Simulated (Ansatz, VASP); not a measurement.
**Two plane-wave programs on In2O3**

POSCAR

```
In2O3
1.0
    2.8079152594      1.6211506309      4.9486568740
   -2.8079152594      1.6211506309      4.9486568740
    0.0000000000     -3.2423012618      4.9486568740
In O
4 6
Direct
    0.3570817718      0.3570817718      0.3570817718
    0.1429182282      0.1429182282      0.1429182282
    0.6429182282      0.6429182282      0.6429182282
    0.8570817718      0.8570817718      0.8570817718
    0.5465927009      0.9534072991      0.2500000000
    0.2500000000      0.5465927009      0.9534072991
    0.9534072991      0.2500000000      0.5465927009
    0.4534072991      0.0465927009      0.7500000000
    0.7500000000      0.4534072991      0.0465927009
    0.0465927009      0.7500000000      0.4534072991
```

INCAR.step1

```
SYSTEM = In2O3
PREC = Accurate ; ENCUT = 520
ISMEAR = 0 ; SIGMA = 0.01
LREAL = .False. ; LASPH = .True.
NELM = 60 ; NBANDS = 55
GGA = PE ; ALGO = Normal
EDIFF = 1E-4 ; LWAVE = .True.
LCHARG = .False.
```

File INCAR.step2:

```
SYSTEM = In2O3
PREC = Accurate ; ENCUT = 520
EDIFF = 1E-6 ; ISMEAR = 0
SIGMA = 0.01 ; LREAL = .False.
LASPH = .True. ; NELM = 60
ALGO = Normal ; ISIF = 2
LWAVE = .False. ; LCHARG = .True.
METAGGA = R2SCAN ; LMIXTAU = .True.
LELF = .True. ; LVHAR = .True.
NBANDS = 55 ; ISTART = 1
```

The input KPOINTS:

```
regular mesh
0
Gamma
  6 6 6
  0 0 0
```

Input for Ansatz:

```yaml
crystal:
  lattice:
    - [2.8079152594, 1.6211506309, 4.948656874]
    - [-2.8079152594, 1.6211506309, 4.948656874]
    - [0.0, -3.2423012618, 4.948656874]
  atoms:
    - { symbol: In, position: [0.3570817718, 0.3570817718, 0.3570817718] }
    - { symbol: In, position: [0.1429182282, 0.1429182282, 0.1429182282] }
    - { symbol: In, position: [0.6429182282, 0.6429182282, 0.6429182282] }
    - { symbol: In, position: [0.8570817718, 0.8570817718, 0.8570817718] }
    - { symbol: O, position: [0.5465927009, 0.9534072991, 0.25] }
    - { symbol: O, position: [0.25, 0.5465927009, 0.9534072991] }
    - { symbol: O, position: [0.9534072991, 0.25, 0.5465927009] }
    - { symbol: O, position: [0.4534072991, 0.0465927009, 0.75] }
    - { symbol: O, position: [0.75, 0.4534072991, 0.0465927009] }
    - { symbol: O, position: [0.0465927009, 0.75, 0.4534072991] }
kpoints:
  mp_grid: { grid: [6, 6, 6] }
hamiltonian:
  xc: r2scan
scf:
  occupations: { method: fixed }
  n_extra_bands: 6
output:
  forces: true
  stress: true
  eigenvalues: true
```

Alike in both runs: task single point; functional r2SCAN; k mesh 6 × 6 × 6; no spin polarisation.

|  | VASP | Ansatz |
| --- | --- | --- |
| version | VASP 6.6.1 | Ansatz 0.2.0 |
| potentials or method | VASP PAW PBE potentials, release 64 (In_d, O) | plane waves, PAW |
| plane-wave cutoff (eV) | 520 | 500 |
| occupations | gaussian, width 0.01 eV | fixed |
| valence electrons in the cell | 88 | 88 |

Ansatz gave:

- gap on the k mesh at the Fermi level (eV): 1.39
- pressure (GPa): -9.2
- traceless stress, the component that is largest in VASP (GPa): 0.91
- rms of the force components (eV/Å): 0.039

Question: What did VASP give for the same quantities?

Answer: gap on the k mesh at the Fermi level (eV): 1.40; pressure (GPa): -8.4; traceless stress, the component that is largest in VASP (GPa): 0.81; rms of the force components (eV/Å): 0.034.

VASP's potentials were made for PBE, not for r2SCAN. Atom by atom the forces differ by 0.005 eV/Å (rms over components).
